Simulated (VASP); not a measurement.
# CuGe4 in VASP: a series of runs

The runs below take CuGe4 through single point, with PBE.

All numbers are computed with VASP 6.6.1; they aren't measurements. Logs are shortened: lines on timing, memory, paths and dates and some standing lists are left out, and cuts for length are marked.

### Step 1. The cell of the first run

The cell holds a slab with vacuum, 5 atoms: a = 4.074 Å, b = 4.074 Å, c = 19.856 Å, α = 90.00°, β = 90.00°, γ = 90.00°.

### Step 2. Single point, PBE

The input, INCAR:

```
PREC = Accurate ; ENCUT = 520
EDIFF = 1E-7 ; ISMEAR = 0
SIGMA = 0.1 ; LREAL = F
LASPH = T ; NELM = 80
ALGO = Normal ; ISIF = 2
LWAVE = F ; LCHARG = T
LDIPOL = T ; IDIPOL = 3
DIPOL = 0.5 0.5 0.328 ; GGA = PE
LELF = T ; LVHAR = T
LVACPOTAV = T ; NBANDS = 42
```

The input, KPOINTS:

```
regular mesh
0
Gamma
  7 7 1
```

The input, POSCAR:

```
CuGe4
1.0
    4.0740542205      0.0000000000      0.0000000000
    0.0000000000      4.0740542205      0.0000000000
    0.0000000000      0.0000000000     19.8557568590
Ge Cu
4 1
Direct
    0.0000000000      0.5000000000      0.2014529100
    0.0000000000      0.0000000000      0.2739958855
    0.5000000000      0.0000000000      0.3493666156
    0.5000000000      0.5000000000      0.4208228837
    1.0000000000      0.7500000000      0.3959690843
```

Potentials or basis: VASP PAW PBE potentials, release 64 (Ge_d, Cu).

Run with:

```
$ cat potpaw_PBE.64/Ge_d/POTCAR potpaw_PBE.64/Cu/POTCAR > POTCAR
$ mpirun -np 1 vasp_std > vasp.out
```

OUTCAR:

```text
PREC = Accurate
   ENCUT = 520
   EDIFF = 1E-7
   ISMEAR = 0
   LREAL = F
   LASPH = T
   NELM = 80
   ISIF = 2
   GGA = PE

 ion  position               nearest neighbor table
   1  0.000  0.500  0.201-   2 2.49   2 2.49
   2  0.000  0.000  0.274-   1 2.49   1 2.49   3 2.53   3 2.53   5 2.63
   3  0.500  0.000  0.349-   5 2.46   5 2.46   4 2.48   4 2.48   2 2.53   2 2.53
   4  0.500  0.500  0.421-   5 2.33   5 2.33   3 2.48   3 2.48
   5  0.000  0.750  0.396-   4 2.33   4 2.33   3 2.46   3 2.46   2 2.63

  LATTYP: Found a simple tetragonal cell.
 ALAT       =     4.0740542205
 C/A-ratio  =     4.8737095248

  Lattice vectors:

 A1 = (   4.0740542205,   0.0000000000,   0.0000000000)
 A2 = (   0.0000000000,   4.0740542205,   0.0000000000)
 A3 = (   0.0000000000,   0.0000000000,  19.8557568590)

Analysis of symmetry for initial positions (statically):
=====================================================================
 Subroutine PRICEL returns:
 Original cell was already a primitive cell.

 Routine SETGRP: Setting up the symmetry group for a
 simple tetragonal supercell.

 Subroutine GETGRP returns: Found  2 space group operations
 (whereof  2 operations were pure point group operations)
 out of a pool of 16 trial point group operations.

The static configuration has the point symmetry C_1h.

Analysis of symmetry for dynamics (positions and initial velocities):
=====================================================================
 Subroutine PRICEL returns:
 Original cell was already a primitive cell.

 Routine SETGRP: Setting up the symmetry group for a
 simple tetragonal supercell.

 Subroutine GETGRP returns: Found  2 space group operations
 (whereof  2 operations were pure point group operations)
 out of a pool of 16 trial point group operations.

The dynamic configuration has the point symmetry C_1h.

 Subroutine INISYM returns: Found  2 space group operations
 (whereof  2 operations are pure point group operations),
 and found     1 'primitive' translations

----------------------------------------------------------------------------------------

                                     Primitive cell

  volume of cell :     329.5642

  direct lattice vectors                    reciprocal lattice vectors
     4.074054220  0.000000000  0.000000000     0.245455742  0.000000000  0.000000000
     0.000000000  4.074054220  0.000000000     0.000000000  0.245455742  0.000000000
     0.000000000  0.000000000 19.855756859     0.000000000  0.000000000  0.050363228

  length of vectors
     4.074054220  4.074054220 19.855756859     0.245455742  0.245455742  0.050363228

  position of ions in fractional coordinates (direct lattice)
     0.000000000  0.500000000  0.201452910
     0.000000000  0.000000000  0.273995885
     0.500000000  0.000000000  0.349366616
     0.500000000  0.500000000  0.420822884
     0.000000000  0.750000000  0.395969084

  ion indices of the primitive-cell ions
   primitive index   ion index
                 1           1
                 2           2
                 3           3
                 4           4
                 5           5

----------------------------------------------------------------------------------------

 KPOINTS: regular mesh

Automatic generation of k-mesh.
 Grid dimensions read from file:
 generate k-points for:    7    7    1

 Generating k-lattice:

  Cartesian coordinates                     Fractional coordinates (reciprocal lattice)
     0.035065106  0.000000000  0.000000000     0.142857143  0.000000000  0.000000000
     0.000000000  0.035065106  0.000000000     0.000000000  0.142857143  0.000000000
     0.000000000  0.000000000  0.050363228     0.000000000  0.000000000  1.000000000

  Length of vectors
     0.035065106  0.035065106  0.050363228

  Shift w.r.t. Gamma in fractional coordinates (k-lattice)
     0.000000000  0.000000000  0.000000000

 Subroutine IBZKPT returns following result:
 ===========================================

 Found     16 irreducible k-points:

 Following reciprocal coordinates:
            Coordinates               Weight
  0.000000  0.000000  0.000000      1.000000
  0.142857  0.000000  0.000000      2.000000
  0.000000  0.142857  0.000000      2.000000
  0.285714  0.000000  0.000000      2.000000
  0.000000  0.285714  0.000000      2.000000
  0.428571  0.000000  0.000000      2.000000
[... 8 lines left out ...]
 -0.285714  0.428571  0.000000      4.000000
  0.428571  0.428571  0.000000      4.000000
   k-points           NKPTS =     16   k-points in BZ     NKDIM =     16   number of bands    NBANDS=     42
   number of dos      NEDOS =    301   number of ions     NIONS =      5
   total plane-waves  NPLWV = 135000
   dimension x,y,z NGX =    30 NGY =   30 NGZ =  150
   dimension x,y,z NGXF=    60 NGYF=   60 NGZF=  300
   ions per type =               4   1
   NGX,Y,Z   is equivalent  to a cutoff of  12.24, 12.24, 12.56 a.u.
   NGXF,Y,Z  is equivalent  to a cutoff of  24.48, 24.48, 25.12 a.u.
 SYSTEM =  unknown system
   PREC   = accura    normal or accurate (medium, high low for compatibility)
   ISTART =      0    job   : 0-new  1-cont  2-samecut
   ICHARG =      2    charge: 1-file 2-atom 10-const
   ISPIN  =      1    spin polarized calculation?
   LNONCOLLINEAR =      F non collinear calculations
   LSORBIT =      F    spin-orbit coupling
   LASPH  =      T    aspherical Exc in radial PAW
   ENCUT  =  520.0 eV  38.22 Ry    6.18 a.u.   7.58  7.58 36.92*2*pi/ulx,y,z
   NELM   =     80;   NELMIN=  2; NELMDL= -5     # of ELM steps
   EDIFF  = 0.1E-06   stopping-criterion for ELM
   LREAL  =      F    real-space projection
   EDIFFG = 0.1E-05   stopping-criterion for IOM
   NSW    =      0    number of steps for IOM
   IBRION =     -1    ionic relax: 0-MD 1-quasi-New 2-CG
   NFREE  =      0    steps in history (QN), initial steepest desc. (CG)
   ISIF   =      2    stress and relaxation
   ISYM   =      2    0-nonsym 1-usesym 2-fastsym
   POTIM  = 0.5000    time-step for ionic-motion
   TEBEG  =    0.0;   TEEND  =   0.0 temperature during run
   PSTRESS=    0.0 pullay stress
   NELECT =      67.0000    total number of electrons
   NUPDOWN=      -1.0000    fix difference up-down
   EMIN   =  10.00;   EMAX   =-10.00  energy-range for DOS
   EFERMI =   0.00;   METHOD = LEGACY
   ISMEAR =     0;   SIGMA  =   0.10  broadening in eV -4-tet -1-fermi 0-gaus
   EFERMI_NEDOS =   21; number of points for ismear=-14 and -15
   IALGO  =     38    algorithm
   IMIX   =      4    mixing-type and parameters
     AMIX     =   0.40;   BMIX     =  1.00
     AMIX_MAG =   1.60;   BMIX_MAG =  1.00
  volume/ion in A,a.u.               =      65.91       444.80
  Fermi-wavevector in a.u.,A,eV,Ry     =   0.962616  1.819080 12.607561  0.926630
  Thomas-Fermi vector in A             =   2.092090
   LORBIT       =      0    0 simple, 1 ext, 2 COOP (PROOUT), +10 PAW based schemes
   GGA     = PE    functional components
   LHFCALC =     F    Hartree Fock is set to
   AEXX    =    0.0000 exact exchange contribution
   IVDW    =     0    specifies the selected vdW correction
   LEPSILON=     F    determine dielectric tensor
   LRPA    =     F    only Hartree local field effects (RPA)
 non-spin polarized calculation
 Gauss-broadening in eV      SIGMA  =   0.10
  energy-cutoff  :      520.00
  volume of cell :      329.56
 maximum number of plane-waves:      8917
   NGX = 15   NGY = 15   NGZ = 73

 dipolmoment           0.000000      0.000000      0.000612 electrons x Angstroem

 number of electron      66.9999930 magnetization

 dipolmoment           0.000000      0.000000     -0.003236 electrons x Angstroem

 Free energy of the ion-electron system (eV)
  ---------------------------------------------------
  ext. energy  EPLUGINS =         0.00000000
  ---------------------------------------------------
  free energy    TOTEN  =       -18.97759147 eV

  energy without entropy =      -18.97235831  energy(sigma->0) =      -18.97497489

 E-fermi :  -1.7436     XC(G=0):  -3.9913

 val. band max:       -1.9022019392   @ k =   0.4286   0.2857   0.0000
 cond. band min:      -1.7244673310   @ k =   0.4286   0.4286   0.0000
 fundamental gap:      0.1777346082
 Fermi energy:        -1.7435957962

 k-point     1 :       0.0000    0.0000    0.0000
  band No.  band energies     occupation
      1     -26.3818      2.00000
      2     -26.3311      2.00000
      3     -26.3266      2.00000
      4     -26.2956      2.00000
      5     -26.2673      2.00000
      6     -26.1910      2.00000
[... 34 lines left out ...]
     41       2.7232      0.00000
     42       2.9842      0.00000

 k-point     2 :       0.1429    0.0000    0.0000
  band No.  band energies     occupation
      1     -26.3818      2.00000
      2     -26.3298      2.00000
      3     -26.3213      2.00000
      4     -26.2977      2.00000
      5     -26.2682      2.00000
      6     -26.1903      2.00000
[... 34 lines left out ...]
     41       3.1152      0.00000
     42       3.6284      0.00000

 k-point     3 :       0.0000    0.1429    0.0000
  band No.  band energies     occupation
      1     -26.3823      2.00000
      2     -26.3315      2.00000
      3     -26.3258      2.00000
      4     -26.2947      2.00000
      5     -26.2673      2.00000
      6     -26.1945      2.00000
[... 34 lines left out ...]
     41       3.0695      0.00000
     42       3.1666      0.00000

 k-point     4 :       0.2857    0.0000    0.0000
  band No.  band energies     occupation
      1     -26.3761      2.00000
      2     -26.3305      2.00000
      3     -26.3187      2.00000
      4     -26.2974      2.00000
      5     -26.2702      2.00000
      6     -26.1883      2.00000
[... 484 lines left out ...]
     41       4.2671      0.00000
     42       4.6037      0.00000

 k-point    15 :      -0.2857    0.4286    0.0000
  band No.  band energies     occupation
      1     -26.3784      2.00000
      2     -26.3265      2.00000
      3     -26.3203      2.00000
      4     -26.2938      2.00000
      5     -26.2703      2.00000
      6     -26.1923      2.00000
[... 34 lines left out ...]
     41       4.2785      0.00000
     42       4.4658      0.00000

 k-point    16 :       0.4286    0.4286    0.0000
  band No.  band energies     occupation
      1     -26.3637      2.00000
      2     -26.3420      2.00000
      3     -26.3227      2.00000
      4     -26.2867      2.00000
      5     -26.2718      2.00000
      6     -26.1890      2.00000
[... 34 lines left out ...]
     41       4.4930      0.00000
     42       5.0020      0.00000

------------------------ aborting loop because EDIFF is reached ----------------------------------------

  FORCE on cell =-STRESS in cart. coord.  units (eV):
  Direction    XX          YY          ZZ          XY          YZ          ZX
  --------------------------------------------------------------------------------------
  -------------------------------------------------------------------------------------
  Total        1.9692159      2.1460816      3.0337487      0.0000000     -1.2543085      0.0000000
  in kB        9.5733484     10.4331816     14.7485772      0.0000000     -6.0978240      0.0000000
  external PRESSURE =      11.5850357 kB  Pullay stress =       0.0000000 kB

 VOLUME and BASIS-vectors are now :
 -----------------------------------------------------------------------------
  energy-cutoff  :      520.00
  volume of cell :      329.56
      direct lattice vectors                 reciprocal lattice vectors
     4.074054220  0.000000000  0.000000000     0.245455742  0.000000000  0.000000000
     0.000000000  4.074054220  0.000000000     0.000000000  0.245455742  0.000000000
     0.000000000  0.000000000 19.855756859     0.000000000  0.000000000  0.050363228

 POSITION                                       TOTAL-FORCE (eV/Angst)
 -----------------------------------------------------------------------------------
      0.00000      2.03703      4.00000         0.000000      0.053353     -0.129354
      0.00000      0.00000      5.44040         0.000000     -0.098959     -0.726047
      2.03703      0.00000      6.93694         0.000000      0.919999     -0.283811
      2.03703      2.03703      8.35576         0.000000     -0.886175      1.117156
      0.00000      3.05554      7.86227         0.000000      0.011782      0.022056
 -----------------------------------------------------------------------------------
    total drift:                                0.000000      0.000050      0.004555

  FREE ENERGIE OF THE ION-ELECTRON SYSTEM (eV)
  ---------------------------------------------------
  free  energy   TOTEN  =       -18.9775914694 eV

  energy  without entropy=      -18.9723583105  energy(sigma->0) =      -18.97497489

 vacuum level on the upper side and lower side of the slab         3.036         3.071
```

Wall time 9.2 min (1 thread of Intel Xeon 6975P-C, shared host); peak memory 0.47 GiB.

Results:

```
Free energy   : -18.9776 eV
Largest force : 1.426 eV/Å
```

Forces on the atoms (eV/Å):
```
Ge   0.000  0.053 -0.129
Ge   0.000 -0.099 -0.726
Ge   0.000  0.920 -0.284
Ge   0.000 -0.886  1.117
Cu   0.000  0.012  0.022
```

### Step 3. Single point, PBE

The input, INCAR:

```
PREC = Accurate
ENCUT = 520
EDIFF = 1E-6
ISMEAR = 0
SIGMA = 0.1
LREAL = False
LASPH = True
NELM = 60
ALGO = Normal
ISIF = 2
LWAVE = False
LCHARG = False
LDIPOL = True
IDIPOL = 3
DIPOL = 0.5 0.5 0.355
GGA = PE
NBANDS = 42
```

KPOINTS is that of step 2.

POSCAR, as its differences from that of step 2:

```diff
@@ -12,2 +12,2 @@
     0.5000000000      0.5000000000      0.4208228837
-    1.0000000000      0.7500000000      0.3959690843
+    0.5000000000      0.6250000000      0.5315611271
```

Potentials or basis: VASP PAW PBE potentials, release 64 (Ge_d, Cu).

Run with:

```
$ cat potpaw_PBE.64/Ge_d/POTCAR potpaw_PBE.64/Cu/POTCAR > POTCAR
$ mpirun -np 1 vasp_std > vasp.out
```

OUTCAR:

```text
PREC = Accurate
   ENCUT = 520
   EDIFF = 1E-6
   ISMEAR = 0
   LREAL = False
   LASPH = True
   NELM = 60
   ISIF = 2
   GGA = PE

 ion  position               nearest neighbor table
   1  0.000  0.500  0.201-   2 2.49   2 2.49
   2  0.000  0.000  0.274-   1 2.49   1 2.49   3 2.53   3 2.53
   3  0.500  0.000  0.349-   4 2.48   4 2.48   2 2.53   2 2.53
   4  0.500  0.500  0.421-   5 2.26   3 2.48   3 2.48
   5  0.500  0.625  0.532-   4 2.26

  LATTYP: Found a simple tetragonal cell.
 ALAT       =     4.0740542205
 C/A-ratio  =     4.8737095248

  Lattice vectors:

 A1 = (   4.0740542205,   0.0000000000,   0.0000000000)
[... 912 lines left out ...]
  -------------------------------------------------------------------------------------
  Total       -3.1911744     -0.2916400     -0.1871825      0.0000000     -0.2639182      0.0000000
  in kB      -15.5139029     -1.4178088     -0.9099881      0.0000000     -1.2830392      0.0000000
  external PRESSURE =      -5.9472333 kB  Pullay stress =       0.0000000 kB

 VOLUME and BASIS-vectors are now :
 -----------------------------------------------------------------------------
  energy-cutoff  :      520.00
  volume of cell :      329.56
      direct lattice vectors                 reciprocal lattice vectors
     4.074054220  0.000000000  0.000000000     0.245455742  0.000000000  0.000000000
     0.000000000  4.074054220  0.000000000     0.000000000  0.245455742  0.000000000
     0.000000000  0.000000000 19.855756859     0.000000000  0.000000000  0.050363228

 POSITION                                       TOTAL-FORCE (eV/Angst)
 -----------------------------------------------------------------------------------
      0.00000      2.03703      4.00000         0.000000      0.022320     -0.103205
      0.00000      0.00000      5.44040         0.000000      0.058528      0.137075
      2.03703      0.00000      6.93694         0.000000     -0.102187      0.181953
      2.03703      2.03703      8.35576         0.000000      0.085397     -0.238866
      2.03703      2.54628     10.55455         0.000000     -0.064058      0.023043
 -----------------------------------------------------------------------------------
    total drift:                                0.000000     -0.000032      0.002351

  FREE ENERGIE OF THE ION-ELECTRON SYSTEM (eV)
  ---------------------------------------------------
  free  energy   TOTEN  =       -17.7886121704 eV

  energy  without entropy=      -17.7844692100  energy(sigma->0) =      -17.78654069

 vacuum level on the upper side and lower side of the slab         1.943         3.500
```

OSZICAR:

```text
N       E                     dE             d eps       ncg     rms          rms(c)
DAV:   1     0.592364008008E+03    0.59236E+03   -0.33383E+04  1622   0.254E+03
DAV:   2     0.833001052835E+02   -0.50906E+03   -0.49744E+03  1448   0.673E+02
DAV:   3    -0.130129139502E+02   -0.96313E+02   -0.94726E+02  1850   0.205E+02
DAV:   4    -0.189351200238E+02   -0.59222E+01   -0.58667E+01  1540   0.589E+01
[... 16 lines left out ...]
DAV:  21    -0.177885849643E+02   -0.32890E-04   -0.18386E-06  1050   0.214E-02    0.120E-03
DAV:  22    -0.177886009096E+02   -0.15945E-04   -0.71346E-07  1028   0.156E-02    0.780E-04
DAV:  23    -0.177886094139E+02   -0.85043E-05   -0.44542E-07   950   0.724E-03    0.634E-04
DAV:  24    -0.177886117639E+02   -0.23499E-05   -0.31135E-07   990   0.755E-03    0.360E-04
DAV:  25    -0.177886121704E+02   -0.40650E-06   -0.76000E-08   916   0.488E-03
   1 F= -.17788612E+02 E0= -.17786541E+02  d E =-.414296E-02
```

stdout:

```text
POSCAR found type information on POSCAR GeCu
 POSCAR found :  2 types and       5 ions
 scaLAPACK will be used
 LDA part: xc-table for (Slater+PW92), standard interpolation
 POSCAR, INCAR and KPOINTS ok, starting setup
 FFT: planning ... GRIDC
 FFT: planning ... GRID_SOFT
 FFT: planning ... GRID
 WAVECAR not read
 entering main loop
```

It took 5.8 min on 1 thread of Intel Xeon 6975P-C, shared host; peak memory 0.46 GiB.

Results:

| Quantity | Value |
| --- | --- |
| Free energy | -17.7886 eV |
| Largest force | 0.254 eV/Å |

Forces in eV/Å, atoms in the order of the input:
```
Ge   0.000  0.022 -0.103
Ge   0.000  0.059  0.137
Ge   0.000 -0.102  0.182
Ge   0.000  0.085 -0.239
Cu   0.000 -0.064  0.023
```
